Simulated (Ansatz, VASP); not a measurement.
# One calculation of Zn, two programs

```
Zn
1.0
     2.61873    0.00000    0.00000
    -1.30936    2.26788    0.00000
     0.00000    0.00000    4.83890
Zn
2
Direct
  0.33333 0.66667 0.25000
  0.66667 0.33333 0.75000
```

Alike in both runs: task single point; functional r2SCAN; k mesh 8 × 8 × 4; occupations fermi-dirac, width 0.1 eV; no spin polarisation.

|  | VASP | Ansatz |
| --- | --- | --- |
| version | VASP 6.6.1 | Ansatz 0.2.0 |
| potentials or method | VASP PAW PBE potentials, release 64 (Zn), cutoff 520 eV | plane waves (500 eV) with PAW, scalar-relativistic |
| valence electrons in the cell | 24 | 24 |

```tsv
	VASP	Ansatz	Ansatz less VASP
pressure (GPa)	0.8	0.3	-0.50
traceless stress, the component that is largest in VASP (GPa)	-3.77	-3.61	+0.156
```

VASP's potentials were made for PBE, not for r2SCAN.
